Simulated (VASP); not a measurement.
# Al2Pt (Fm-3m) in VASP: further runs

Al2Pt is run at these levels: PBE; tasks: single point.

All numbers are computed with VASP 6.6.1; they aren't measurements. Logs are shortened: lines on timing, memory, paths and dates and some standing lists are left out, and cuts for length are marked.

**1. The cell of the first run**

Symmetry: Fm-3m, No. 225, cubic system. The conventional cell has a = 5.825 Å, b = 5.825 Å, c = 5.825 Å, α = 90.00°, β = 90.00°, γ = 90.00°. Within 3.3 Å of Al (site symmetry -43m) lie 4 Pt at 2.52 Å and 6 Al at 2.91 Å. Pt (site symmetry m-3m) has 8 Al at 2.52 Å within 3.3 Å.

**2. Single point, PBE (volume scaled by 0.94)**

File INCAR:

```
PREC = Accurate ; ENCUT = 520
EDIFF = 1E-6 ; ISMEAR = 0
SIGMA = 0.1 ; LREAL = False
LASPH = True ; NELM = 80
ALGO = Normal ; ISIF = 2
LWAVE = False ; LCHARG = False
GGA = PE ; NBANDS = 15
```

File KPOINTS:

```
Automatic mesh
0
Gamma
  12 12 12
```

File POSCAR:

```
Al2Pt
1.0
    0.0000000000      2.9125094534      2.9125094534
    2.9125094534      0.0000000000      2.9125094534
    2.9125094534      2.9125094534      0.0000000000
Al Pt
2 1
Direct
    0.2500000000      0.2500000000      0.2500000000
    0.7500000000      0.7500000000      0.7500000000
    0.0000000000      0.0000000000      0.0000000000
```

Potentials or basis: VASP PAW PBE potentials, release 64 (Al, Pt).

The run is started by

```bash
> cat potpaw_PBE.64/Al/POTCAR potpaw_PBE.64/Pt/POTCAR > POTCAR
> mpirun -np 1 vasp_std > vasp.out
```

OUTCAR:

```text
PREC = Accurate
   ENCUT = 520
   EDIFF = 1E-6
   ISMEAR = 0
   LREAL = False
   LASPH = True
   NELM = 80
   ISIF = 2
   GGA = PE

 ion  position               nearest neighbor table
   1  0.250  0.250  0.250-   3 2.52   3 2.52   3 2.52   3 2.52   2 2.91   2 2.91   2 2.91   2 2.91
                             2 2.91   2 2.91
   2  0.750  0.750  0.750-   3 2.52   3 2.52   3 2.52   3 2.52   1 2.91   1 2.91   1 2.91   1 2.91
                             1 2.91   1 2.91
   3  0.000  0.000  0.000-   2 2.52   2 2.52   2 2.52   1 2.52   1 2.52   1 2.52   2 2.52   1 2.52

  LATTYP: Found a face centered cubic cell.
 ALAT       =     5.8250189068

  Lattice vectors:

 A1 = (   0.0000000000,   2.9125094534,   2.9125094534)
 A2 = (   2.9125094534,   0.0000000000,   2.9125094534)
 A3 = (   2.9125094534,   2.9125094534,   0.0000000000)

Analysis of symmetry for initial positions (statically):
=====================================================================
 Subroutine PRICEL returns:
 Original cell was already a primitive cell.

 Routine SETGRP: Setting up the symmetry group for a
 face centered cubic supercell.

 Subroutine GETGRP returns: Found 48 space group operations
 (whereof 48 operations were pure point group operations)
 out of a pool of 48 trial point group operations.

The static configuration has the point symmetry O_h .

Analysis of symmetry for dynamics (positions and initial velocities):
=====================================================================
 Subroutine PRICEL returns:
 Original cell was already a primitive cell.

 Routine SETGRP: Setting up the symmetry group for a
 face centered cubic supercell.

 Subroutine GETGRP returns: Found 48 space group operations
 (whereof 48 operations were pure point group operations)
 out of a pool of 48 trial point group operations.

The dynamic configuration has the point symmetry O_h .

 Subroutine INISYM returns: Found 48 space group operations
 (whereof 48 operations are pure point group operations),
 and found     1 'primitive' translations

----------------------------------------------------------------------------------------

                                     Primitive cell

  volume of cell :      49.4120

  direct lattice vectors                    reciprocal lattice vectors
     0.000000000  2.912509453  2.912509453    -0.171673263  0.171673263  0.171673263
     2.912509453  0.000000000  2.912509453     0.171673263 -0.171673263  0.171673263
     2.912509453  2.912509453  0.000000000     0.171673263  0.171673263 -0.171673263

  length of vectors
     4.118910370  4.118910370  4.118910370     0.297346813  0.297346813  0.297346813

  position of ions in fractional coordinates (direct lattice)
     0.250000000  0.250000000  0.250000000
     0.750000000  0.750000000  0.750000000
     0.000000000  0.000000000  0.000000000

  ion indices of the primitive-cell ions
   primitive index   ion index
                 1           1
                 2           2
                 3           3

----------------------------------------------------------------------------------------

 KPOINTS: Automatic mesh

Automatic generation of k-mesh.
 Grid dimensions read from file:
 generate k-points for:   12   12   12

 Generating k-lattice:

  Cartesian coordinates                     Fractional coordinates (reciprocal lattice)
    -0.014306105  0.014306105  0.014306105     0.083333333  0.000000000  0.000000000
     0.014306105 -0.014306105  0.014306105     0.000000000  0.083333333  0.000000000
     0.014306105  0.014306105 -0.014306105     0.000000000  0.000000000  0.083333333

  Length of vectors
     0.024778901  0.024778901  0.024778901

  Shift w.r.t. Gamma in fractional coordinates (k-lattice)
     0.000000000  0.000000000  0.000000000

 Subroutine IBZKPT returns following result:
 ===========================================

 Found     72 irreducible k-points:

 Following reciprocal coordinates:
            Coordinates               Weight
  0.000000  0.000000  0.000000      1.000000
  0.083333  0.000000  0.000000      8.000000
  0.166667  0.000000  0.000000      8.000000
  0.250000  0.000000  0.000000      8.000000
  0.333333  0.000000  0.000000      8.000000
  0.416667  0.000000  0.000000      8.000000
[... 16 lines left out ...]
  0.500000  0.166667  0.000000     24.000000
 -0.416667  0.166667  0.000000     24.000000
 [... further k-points ...]
   k-points           NKPTS =     72   k-points in BZ     NKDIM =     72   number of bands    NBANDS=     15
   number of dos      NEDOS =    301   number of ions     NIONS =      3
   total plane-waves  NPLWV =  32768
   dimension x,y,z NGX =    32 NGY =   32 NGZ =   32
   dimension x,y,z NGXF=    64 NGYF=   64 NGZF=   64
   ions per type =               2   1
   NGX,Y,Z   is equivalent  to a cutoff of  12.92, 12.92, 12.92 a.u.
   NGXF,Y,Z  is equivalent  to a cutoff of  25.83, 25.83, 25.83 a.u.
 SYSTEM =  unknown system
   PREC   = accura    normal or accurate (medium, high low for compatibility)
   ISTART =      0    job   : 0-new  1-cont  2-samecut
   ICHARG =      2    charge: 1-file 2-atom 10-const
   ISPIN  =      1    spin polarized calculation?
   LNONCOLLINEAR =      F non collinear calculations
   LSORBIT =      F    spin-orbit coupling
   LASPH  =      T    aspherical Exc in radial PAW
   ENCUT  =  520.0 eV  38.22 Ry    6.18 a.u.   7.66  7.66  7.66*2*pi/ulx,y,z
   NELM   =     80;   NELMIN=  2; NELMDL= -5     # of ELM steps
   EDIFF  = 0.1E-05   stopping-criterion for ELM
   LREAL  =      F    real-space projection
   EDIFFG = 0.1E-04   stopping-criterion for IOM
   NSW    =      0    number of steps for IOM
   IBRION =     -1    ionic relax: 0-MD 1-quasi-New 2-CG
   NFREE  =      0    steps in history (QN), initial steepest desc. (CG)
   ISIF   =      2    stress and relaxation
   ISYM   =      2    0-nonsym 1-usesym 2-fastsym
   POTIM  = 0.5000    time-step for ionic-motion
   TEBEG  =    0.0;   TEEND  =   0.0 temperature during run
   PSTRESS=    0.0 pullay stress
   NELECT =      16.0000    total number of electrons
   NUPDOWN=      -1.0000    fix difference up-down
   EMIN   =  10.00;   EMAX   =-10.00  energy-range for DOS
   EFERMI =   0.00;   METHOD = LEGACY
   ISMEAR =     0;   SIGMA  =   0.10  broadening in eV -4-tet -1-fermi 0-gaus
   EFERMI_NEDOS =   21; number of points for ismear=-14 and -15
   IALGO  =     38    algorithm
   IMIX   =      4    mixing-type and parameters
     AMIX     =   0.40;   BMIX     =  1.00
     AMIX_MAG =   1.60;   BMIX_MAG =  1.00
  volume/ion in A,a.u.               =      16.47       111.15
  Fermi-wavevector in a.u.,A,eV,Ry     =   1.124184  2.124400 17.194909  1.263790
  Thomas-Fermi vector in A             =   2.260855
   LORBIT       =      0    0 simple, 1 ext, 2 COOP (PROOUT), +10 PAW based schemes
   GGA     = PE    functional components
   LHFCALC =     F    Hartree Fock is set to
   AEXX    =    0.0000 exact exchange contribution
   IVDW    =     0    specifies the selected vdW correction
   LEPSILON=     F    determine dielectric tensor
   LRPA    =     F    only Hartree local field effects (RPA)
 non-spin polarized calculation
 Gauss-broadening in eV      SIGMA  =   0.10
  energy-cutoff  :      520.00
  volume of cell :       49.41
 maximum number of plane-waves:      1363
   NGX = 15   NGY = 15   NGZ = 15

 number of electron      16.0000000 magnetization

 Free energy of the ion-electron system (eV)
  ---------------------------------------------------
  ext. energy  EPLUGINS =         0.00000000
  ---------------------------------------------------
  free energy    TOTEN  =       -16.17316558 eV

  energy without entropy =      -16.16755345  energy(sigma->0) =      -16.17035951

 E-fermi :   8.4528     XC(G=0): -10.8925

 val. band max:        8.4305266235   @ k =   0.3333   0.2500   0.0000
 cond. band min:       8.4673314716   @ k =   0.2500   0.2500   0.0000
 fundamental gap:      0.0368048481
 Fermi energy:         8.4527566020

 k-point     1 :       0.0000    0.0000    0.0000
  band No.  band energies     occupation
      1      -2.1159      2.00000
      2       3.1359      2.00000
      3       3.1359      2.00000
      4       3.1359      2.00000
      5       4.5409      2.00000
      6       4.5409      2.00000
      7      11.7184      0.00000
      8      12.2789      0.00000
      9      12.2789      0.00000
     10      12.2789      0.00000
     11      14.0859      0.00000
     12      14.0859      0.00000
     13      14.0859      0.00000
     14      14.9230      0.00000
     15      14.9230      0.00000

 k-point     2 :       0.0833    0.0000    0.0000
  band No.  band energies     occupation
      1      -2.0167      2.00000
      2       3.0796      2.00000
      3       3.1700      2.00000
      4       3.1700      2.00000
      5       4.5285      2.00000
      6       4.5285      2.00000
      7      11.0152      0.00000
      8      11.8953      0.00000
      9      12.0227      0.00000
     10      12.0227      0.00000
     11      14.3732      0.00000
     12      14.3732      0.00000
     13      14.5933      0.00000
     14      14.7279      0.00000
     15      14.7279      0.00000
[... 365 lines left out ...]
      3       3.3780      2.00000
      4       3.6673      2.00000
      5       4.5699      2.00000
      6       4.7739      2.00000
      7       4.8061      2.00000
      8       8.3094      1.95739
      9       8.7605      0.00001
     10      11.9958      0.00000
     11      14.4151      0.00000
     12      14.9412      0.00000
     13      15.2358      0.00000
     14      16.4141      0.00000
     15      18.6585      0.00000

 k-point    24 :      -0.4167    0.1667    0.0000
  band No.  band energies     occupation
      1       0.6018      2.00000
      2       2.1780      2.00000
      3       3.3482      2.00000
      4       3.6839      2.00000
      5       4.3409      2.00000
      6       4.6515      2.00000
      7       5.0689      2.00000
      8       7.9400      2.00000
      9       9.0876      0.00000
     10      12.0561      0.00000
     11      14.2299      0.00000
     12      14.7240      0.00000
     13      15.5565      0.00000
     14      17.5573      0.00000
     15      17.7794      0.00000

 [... further k-points ...]

------------------------ aborting loop because EDIFF is reached ----------------------------------------

  FORCE on cell =-STRESS in cart. coord.  units (eV):
  Direction    XX          YY          ZZ          XY          YZ          ZX
  --------------------------------------------------------------------------------------
  -------------------------------------------------------------------------------------
  Total        2.7786775      2.7786775      2.7786775     -0.0000000     -0.0000000      0.0000000
  in kB       90.0983220     90.0983220     90.0983220     -0.0000000     -0.0000000      0.0000000
  external PRESSURE =      90.0983220 kB  Pullay stress =       0.0000000 kB

 VOLUME and BASIS-vectors are now :
 -----------------------------------------------------------------------------
  energy-cutoff  :      520.00
  volume of cell :       49.41
      direct lattice vectors                 reciprocal lattice vectors
     0.000000000  2.912509453  2.912509453    -0.171673263  0.171673263  0.171673263
     2.912509453  0.000000000  2.912509453     0.171673263 -0.171673263  0.171673263
     2.912509453  2.912509453  0.000000000     0.171673263  0.171673263 -0.171673263

 POSITION                                       TOTAL-FORCE (eV/Angst)
 -----------------------------------------------------------------------------------
      1.45625      1.45625      1.45625        -0.000000     -0.000000     -0.000000
      4.36876      4.36876      4.36876         0.000000      0.000000      0.000000
      0.00000      0.00000      0.00000         0.000000     -0.000000     -0.000000
 -----------------------------------------------------------------------------------
    total drift:                                0.000000     -0.000000      0.000000

  FREE ENERGIE OF THE ION-ELECTRON SYSTEM (eV)
  ---------------------------------------------------
  free  energy   TOTEN  =       -16.1731655758 eV

  energy  without entropy=      -16.1675534498  energy(sigma->0) =      -16.17035951
```

It took 73 s on 1 thread of AMD EPYC 7R43 (Zen 3), shared host; peak memory 0.17 GiB.

What came out:

```yaml
Free_energy: -16.1732 eV
Pressure: 9.0 GPa
Band_gap_on_the_k_mesh: zero (band 8 reaches 12.28 eV, above the bottom of band 9 at 6.74 eV)
```

Caveat: spin-orbit coupling is left out, which moves the levels of the heavy elements.

**3. Single point, PBE (volume scaled by 0.97)**

File INCAR:

```
PREC = Accurate
ENCUT = 520
EDIFF = 1E-6
ISMEAR = 0
SIGMA = 0.1
LREAL = False
LASPH = True
NELM = 100
ALGO = Fast
ISIF = 2
LWAVE = False
LCHARG = False
GGA = PE
NBANDS = 15
```

KPOINTS is that of step 2.

File POSCAR:

```
Al2Pt
1.0
    0.0000000000      2.9431697008      2.9431697008
    2.9431697008      0.0000000000      2.9431697008
    2.9431697008      2.9431697008      0.0000000000
Al Pt
2 1
Direct
    0.2500000000      0.2500000000      0.2500000000
    0.7500000000      0.7500000000      0.7500000000
    0.0000000000      0.0000000000      0.0000000000
```

Potentials or basis: VASP PAW PBE potentials, release 64 (Al, Pt).

The run is started by

```bash
> cat potpaw_PBE.64/Al/POTCAR potpaw_PBE.64/Pt/POTCAR > POTCAR
> mpirun -np 1 vasp_std > vasp.out
```

It took 74 s on 1 thread of AMD EPYC 7R43 (Zen 3), shared host; peak memory 0.18 GiB.

It converged, with:

```
Free energy            : -16.2371 eV
Pressure               : 4.0 GPa
Band gap on the k mesh : zero (band 8 reaches 11.88 eV, above the bottom of band 9 at 6.42 eV)
```

Levels at points of the mesh, in eV from the Fermi level:
```csv
k point,band 6,band 7,band 8,band 9,band 10,band 11
"(0.00, 0.00, 0.00)",-3.78,3.02,3.80,3.80,3.80,5.45
"(0.50, 0.00, 0.00)",-3.55,-3.55,0.99,0.99,3.77,5.18
"(0.50, 0.50, 0.00)",-3.48,-3.27,-1.66,-1.66,3.20,3.37
```

Caveat: spin-orbit coupling is left out, which moves the levels of the heavy elements.
